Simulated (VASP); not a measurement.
# AlNi (Cmmm) in VASP: a series of runs

AlNi is run at these levels: PBEsol; tasks: single point.

Everything below comes from runs of VASP 6.6.1. Logs are shortened: lines on timing, memory, paths and dates and some standing lists are left out, and cuts for length are marked.

## Step 1: The cell of the first run

Symmetry: Cmmm, No. 65, orthorhombic system. Conventional cell: a = 4.093 Å, b = 4.124 Å, c = 2.781 Å, α = 90.00°, β = 90.00°, γ = 90.00°. Al (site symmetry mmm) has 8 Ni at 2.47 to 2.49 Å and 6 Al at 2.78 to 2.91 Å within 3.3 Å. Ni (site symmetry mmm) has 8 Al at 2.47 to 2.49 Å and 6 Ni at 2.78 to 2.91 Å within 3.3 Å.

## Step 2: Single point, PBEsol

INCAR reads:

```
PREC = Accurate
ENCUT = 520
EDIFF = 1E-6
ISMEAR = 0
SIGMA = 0.15
LREAL = False
LASPH = True
NELM = 60
ALGO = Fast
ISIF = 2
LWAVE = False
LCHARG = True
GGA = PS
LELF = True
LVHAR = True
NBANDS = 14
```

KPOINTS reads:

```
Automatic mesh
0
Gamma
  20 20 18
```

POSCAR reads:

```
AlNi
1.0
    2.0466156511     -2.0619187610      0.0000000000
    2.0466156511      2.0619187610      0.0000000000
    0.0000000000      0.0000000000      2.7811716172
Al Ni
1 1
Direct
    0.0000000000      0.0000000000      0.0000000000
    0.5000000000      0.5000000000      0.5000000000
```

Potentials or basis: VASP PAW PBE potentials, release 64 (Al, Ni).

On the command line:

```sh
cat potpaw_PBE.64/Al/POTCAR potpaw_PBE.64/Ni/POTCAR > POTCAR
mpirun -np 1 vasp_std > vasp.out
```

OUTCAR:

```text
PREC = Accurate
   ENCUT = 520
   EDIFF = 1E-6
   ISMEAR = 0
   LREAL = False
   LASPH = True
   NELM = 60
   ISIF = 2
   GGA = PS

 ion  position               nearest neighbor table
   1  0.000  0.000  0.000-   2 2.47   2 2.47   2 2.47   2 2.47   2 2.49   2 2.49   2 2.49   2 2.49

   2  0.500  0.500  0.500-   1 2.47   1 2.47   1 2.47   1 2.47   1 2.49   1 2.49   1 2.49   1 2.49

  LATTYP: Found a base centered orthorhombic cell.
 ALAT       =     4.0932313022
 B/A-ratio  =     1.0074772759
 C/A-ratio  =     0.6794562564

  Lattice vectors:

 A1 = (   2.0466156511,  -2.0619187610,   0.0000000000)
 A2 = (   2.0466156511,   2.0619187610,   0.0000000000)
 A3 = (   0.0000000000,   0.0000000000,   2.7811716172)

Analysis of symmetry for initial positions (statically):
=====================================================================
 Subroutine PRICEL returns:
 Original cell was already a primitive cell.

 Routine SETGRP: Setting up the symmetry group for a
 base centered orthorhombic supercell.

 Subroutine GETGRP returns: Found  8 space group operations
 (whereof  8 operations were pure point group operations)
 out of a pool of  8 trial point group operations.

The static configuration has the point symmetry D_2h.

Analysis of symmetry for dynamics (positions and initial velocities):
=====================================================================
 Subroutine PRICEL returns:
 Original cell was already a primitive cell.

 Routine SETGRP: Setting up the symmetry group for a
 base centered orthorhombic supercell.

 Subroutine GETGRP returns: Found  8 space group operations
 (whereof  8 operations were pure point group operations)
 out of a pool of  8 trial point group operations.

The dynamic configuration has the point symmetry D_2h.

 Subroutine INISYM returns: Found  8 space group operations
 (whereof  8 operations are pure point group operations),
 and found     1 'primitive' translations

----------------------------------------------------------------------------------------

                                     Primitive cell

  volume of cell :      23.4728

  direct lattice vectors                    reciprocal lattice vectors
     2.046615651 -2.061918761  0.000000000     0.244305764 -0.242492580  0.000000000
     2.046615651  2.061918761  0.000000000     0.244305764  0.242492580  0.000000000
     0.000000000  0.000000000  2.781171617     0.000000000  0.000000000  0.359560695

  length of vectors
     2.905192696  2.905192696  2.781171617     0.344220798  0.344220798  0.359560695

  position of ions in fractional coordinates (direct lattice)
     0.000000000  0.000000000  0.000000000
     0.500000000  0.500000000  0.500000000

  ion indices of the primitive-cell ions
   primitive index   ion index
                 1           1
                 2           2

----------------------------------------------------------------------------------------

 KPOINTS: Automatic mesh

Automatic generation of k-mesh.
 Grid dimensions read from file:
 generate k-points for:   20   20   18

 Generating k-lattice:

  Cartesian coordinates                     Fractional coordinates (reciprocal lattice)
     0.012215288 -0.012124629  0.000000000     0.050000000  0.000000000  0.000000000
     0.012215288  0.012124629  0.000000000     0.000000000  0.050000000  0.000000000
     0.000000000  0.000000000  0.019975594     0.000000000  0.000000000  0.055555556

  Length of vectors
     0.017211040  0.017211040  0.019975594

  Shift w.r.t. Gamma in fractional coordinates (k-lattice)
     0.000000000  0.000000000  0.000000000

 Subroutine IBZKPT returns following result:
 ===========================================

 Found   1110 irreducible k-points:

 Following reciprocal coordinates:
            Coordinates               Weight
  0.000000  0.000000  0.000000      1.000000
  0.050000  0.000000  0.000000      4.000000
  0.100000  0.000000  0.000000      4.000000
  0.150000  0.000000  0.000000      4.000000
  0.200000  0.000000  0.000000      4.000000
  0.250000  0.000000  0.000000      4.000000
[... 16 lines left out ...]
 -0.400000  0.050000  0.000000      4.000000
 -0.350000  0.050000  0.000000      4.000000
 [... further k-points ...]
   k-points           NKPTS =   1110   k-points in BZ     NKDIM =   1110   number of bands    NBANDS=     14
   number of dos      NEDOS =    301   number of ions     NIONS =      2
   total plane-waves  NPLWV =  13824
   dimension x,y,z NGX =    24 NGY =   24 NGZ =   24
   dimension x,y,z NGXF=    48 NGYF=   48 NGZF=   48
   ions per type =               1   1
   NGX,Y,Z   is equivalent  to a cutoff of  13.73, 13.73, 14.35 a.u.
   NGXF,Y,Z  is equivalent  to a cutoff of  27.47, 27.47, 28.69 a.u.
 SYSTEM =  unknown system
   PREC   = accura    normal or accurate (medium, high low for compatibility)
   ISTART =      0    job   : 0-new  1-cont  2-samecut
   ICHARG =      2    charge: 1-file 2-atom 10-const
   ISPIN  =      1    spin polarized calculation?
   LNONCOLLINEAR =      F non collinear calculations
   LSORBIT =      F    spin-orbit coupling
   LASPH  =      T    aspherical Exc in radial PAW
   ENCUT  =  520.0 eV  38.22 Ry    6.18 a.u.   5.40  5.40  5.17*2*pi/ulx,y,z
   NELM   =     60;   NELMIN=  2; NELMDL= -5     # of ELM steps
   EDIFF  = 0.1E-05   stopping-criterion for ELM
   LREAL  =      F    real-space projection
   EDIFFG = 0.1E-04   stopping-criterion for IOM
   NSW    =      0    number of steps for IOM
   IBRION =     -1    ionic relax: 0-MD 1-quasi-New 2-CG
   NFREE  =      0    steps in history (QN), initial steepest desc. (CG)
   ISIF   =      2    stress and relaxation
   ISYM   =      2    0-nonsym 1-usesym 2-fastsym
   POTIM  = 0.5000    time-step for ionic-motion
   TEBEG  =    0.0;   TEEND  =   0.0 temperature during run
   PSTRESS=    0.0 pullay stress
   NELECT =      13.0000    total number of electrons
   NUPDOWN=      -1.0000    fix difference up-down
   EMIN   =  10.00;   EMAX   =-10.00  energy-range for DOS
   EFERMI =   0.00;   METHOD = LEGACY
   ISMEAR =     0;   SIGMA  =   0.15  broadening in eV -4-tet -1-fermi 0-gaus
   EFERMI_NEDOS =   21; number of points for ismear=-14 and -15
   IALGO  =     68    algorithm
   IMIX   =      4    mixing-type and parameters
     AMIX     =   0.40;   BMIX     =  1.00
     AMIX_MAG =   1.60;   BMIX_MAG =  1.00
  volume/ion in A,a.u.               =      11.74        79.20
  Fermi-wavevector in a.u.,A,eV,Ry     =   1.344417  2.540580 24.591955  1.807458
  Thomas-Fermi vector in A             =   2.472413
   LORBIT       =      0    0 simple, 1 ext, 2 COOP (PROOUT), +10 PAW based schemes
   GGA     = PS    functional components
   LHFCALC =     F    Hartree Fock is set to
   AEXX    =    0.0000 exact exchange contribution
   IVDW    =     0    specifies the selected vdW correction
   LEPSILON=     F    determine dielectric tensor
   LRPA    =     F    only Hartree local field effects (RPA)
 non-spin polarized calculation
 RMM-DIIS sequential band-by-band and
 Gauss-broadening in eV      SIGMA  =   0.15
  energy-cutoff  :      520.00
  volume of cell :       23.47
 maximum number of plane-waves:       655
 NGX is ok and might be reduce to    24
   NGX = 11   NGY = 11   NGZ = 11

 number of electron      13.0000007 magnetization

 Free energy of the ion-electron system (eV)
  ---------------------------------------------------
  ext. energy  EPLUGINS =         0.00000000
  ---------------------------------------------------
  free energy    TOTEN  =       -11.58225254 eV

  energy without entropy =      -11.57308013  energy(sigma->0) =      -11.57766633

 E-fermi :  10.1416     XC(G=0): -12.2564

 val. band max:       10.1412727691   @ k =   0.5000   0.3000   0.4444
 cond. band min:      10.1492346227   @ k =  -0.3500   0.1000   0.2222
 fundamental gap:      0.0079618536
 Fermi energy:        10.1416326893

 k-point     1 :       0.0000    0.0000    0.0000
  band No.  band energies     occupation
      1      -1.1254      2.00000
      2       6.7978      2.00000
      3       6.8255      2.00000
      4       8.4781      2.00000
      5       8.6003      2.00000
      6       8.6198      2.00000
      7      15.1730      0.00000
      8      15.2254      0.00000
      9      16.8069      0.00000
     10      18.1679      0.00000
     11      18.4365      0.00000
     12      24.3029      0.00000
     13      30.5825      0.00000
     14      31.6258      0.00000

 k-point     2 :       0.0500    0.0000    0.0000
  band No.  band energies     occupation
      1      -1.0800      2.00000
      2       6.7956      2.00000
      3       6.8328      2.00000
      4       8.4569      2.00000
      5       8.5892      2.00000
      6       8.6161      2.00000
      7      14.7031      0.00000
      8      15.2623      0.00000
      9      16.8642      0.00000
     10      18.3182      0.00000
     11      18.7701      0.00000
     12      24.4283      0.00000
     13      29.9558      0.00000
     14      31.1037      0.00000

 k-point     3 :       0.1000    0.0000    0.0000
  band No.  band energies     occupation
      1      -0.9441      2.00000
      2       6.7764      2.00000
      3       6.8604      2.00000
      4       8.3966      2.00000
      5       8.5441      2.00000
      6       8.6188      2.00000
      7      13.7024      0.00000
      8      15.4444      0.00000
      9      17.0340      0.00000
     10      18.3464      0.00000
     11      19.6928      0.00000
     12      24.8249      0.00000
     13      28.7989      0.00000
     14      30.0377      0.00000
[... 324 lines left out ...]
 k-point    23 :      -0.4000    0.0500    0.0000
  band No.  band energies     occupation
      1       1.6953      2.00000
      2       4.6747      2.00000
      3       7.2317      2.00000
      4       7.7979      2.00000
      5       8.0623      2.00000
      6       8.6671      2.00000
      7       9.5179      2.00000
      8      17.5743      0.00000
      9      18.9939      0.00000
     10      20.0215      0.00000
     11      21.7829      0.00000
     12      23.4786      0.00000
     13      24.0308      0.00000
     14      26.5289      0.00000

 k-point    24 :      -0.3500    0.0500    0.0000
  band No.  band energies     occupation
      1       1.0684      2.00000
      2       5.3783      2.00000
      3       7.1773      2.00000
      4       7.8652      2.00000
      5       8.1233      2.00000
      6       8.6580      2.00000
      7       9.7496      1.99978
      8      17.0695      0.00000
      9      18.9237      0.00000
     10      19.3488      0.00000
     11      22.5934      0.00000
     12      23.4666      0.00000
     13      24.4515      0.00000
     14      27.0699      0.00000

 [... further k-points ...]

------------------------ aborting loop because EDIFF is reached ----------------------------------------

  FORCE on cell =-STRESS in cart. coord.  units (eV):
  Direction    XX          YY          ZZ          XY          YZ          ZX
  --------------------------------------------------------------------------------------
  -------------------------------------------------------------------------------------
  Total       -0.0082722     -0.2955364      0.4559370      0.0000000      0.0000000      0.0000000
  in kB       -0.5646317    -20.1723225     31.1207320      0.0000000      0.0000000      0.0000000
  external PRESSURE =       3.4612593 kB  Pullay stress =       0.0000000 kB

 VOLUME and BASIS-vectors are now :
 -----------------------------------------------------------------------------
  energy-cutoff  :      520.00
  volume of cell :       23.47
      direct lattice vectors                 reciprocal lattice vectors
     2.046615651 -2.061918761  0.000000000     0.244305764 -0.242492580  0.000000000
     2.046615651  2.061918761  0.000000000     0.244305764  0.242492580  0.000000000
     0.000000000  0.000000000  2.781171617     0.000000000  0.000000000  0.359560695

 POSITION                                       TOTAL-FORCE (eV/Angst)
 -----------------------------------------------------------------------------------
      0.00000      0.00000      0.00000         0.000000      0.000000      0.000000
      2.04662      0.00000      1.39059         0.000000      0.000000      0.000000
 -----------------------------------------------------------------------------------
    total drift:                                0.000000     -0.000000     -0.000000

  FREE ENERGIE OF THE ION-ELECTRON SYSTEM (eV)
  ---------------------------------------------------
  free  energy   TOTEN  =       -11.5822525360 eV

  energy  without entropy=      -11.5730801316  energy(sigma->0) =      -11.57766633
```

Run time: 2 min. Hardware: 1 thread of Intel Xeon 6975P-C (Granite Rapids), shared host; peak memory 0.45 GiB.

Results:

```
Free energy            : -11.5823 eV
Pressure               : 0.3 GPa
Band gap on the k mesh : zero (an odd number of electrons rules out a gap without spin polarisation)
```

Stress tensor (GPa, compression positive):
```
-0.06  0.00  0.00
 0.00 -2.02  0.00
 0.00  0.00  3.11
```

Levels at points of the mesh, in eV from the Fermi level:
```csv
k point,band 3,band 4,band 5,band 6,band 7,band 8,band 9,band 10,band 11,band 12
"(0.00, 0.00, 0.00)",-3.32,-1.66,-1.54,-1.52,5.03,5.08,6.67,8.03,8.29,14.16
"(0.50, 0.00, 0.00)",-2.87,-2.39,-2.13,-1.45,-0.76,8.26,9.54,10.51,11.05,11.84
"(0.50, 0.50, 0.00)",-3.17,-3.07,-2.01,-2.00,-1.10,1.22,2.33,13.26,15.89,16.22
"(0.00, 0.00, 0.50)",-2.78,-2.40,-2.37,-1.55,-0.44,8.34,9.69,9.74,10.97,10.97
"(0.50, 0.00, 0.50)",-2.93,-2.71,-2.22,-2.17,-1.02,1.66,2.72,12.15,14.74,15.02
"(0.50, 0.50, 0.50)",-4.18,-1.06,-0.95,1.90,2.00,2.03,3.91,4.24,4.67,4.76
```

Caveat: the stress differs along the axes, from -2 to 3 GPa; the PAW data sets were made with another functional, which shifts forces and pressure a little.

(Continued in part 2 of 2.)
